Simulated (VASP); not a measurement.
Wanted: the native input for a VASP 6.6.1 run.

```yaml
Task: single point
Functional: PBE
Potentials_or_basis: VASP PAW PBE potentials, release 64 (Tl_d)
Cutoff: 520 eV
k_mesh: 14 × 14 × 14
Occupations: fermi-dirac, width 0.05 eV
Spin: no spin polarisation
Dipole_correction: no
Further_INCAR_settings: ALGO = Normal; EDIFF = 1e-06; NBANDS = 12
```

The structure of Tl lies in POSCAR:

```
Tl
1.0
    0.0000000000      2.1217000000      2.1650000000
    2.1217000000      0.0000000000      2.1650000000
    2.1217000000      2.1217000000      0.0000000000
Tl
1
Direct
    0.0000000000      0.0000000000      0.0000000000
```

This cell differs from its parent crystal: x and y stretched by -2 %, z held.

These files were run (other wordings do the same):

INCAR

```
PREC = Accurate ; ENCUT = 520
EDIFF = 1E-6 ; ISMEAR = -1
SIGMA = 0.05 ; LREAL = F
LASPH = T ; NELM = 60
ALGO = Normal ; ISIF = 2
LWAVE = F ; LCHARG = F
GGA = PE ; NBANDS = 12
```

KPOINTS

```
Automatic mesh
0
Gamma
  14 14 14
```

Potentials or basis: VASP PAW PBE potentials, release 64 (Tl_d).

The run is started by

```console
$ cat potpaw_PBE.64/Tl_d/POTCAR > POTCAR
$ mpirun -np 1 vasp_std > vasp.out
```

It gave:

The pressure is 45.7 GPa and the band gap on the k mesh is zero (an odd number of electrons rules out a gap without spin polarisation).

Caveat: the cell differs from its parent crystal (x and y stretched by -2 %, z held); the cell stands under pressure; spin-orbit coupling is left out, which moves the levels of the heavy elements.

Run time: 22 s on 1 thread of Intel(R) Xeon(R) Platinum 8488C (Sapphire Rapids) (shared host), peak memory 0.18 GiB.
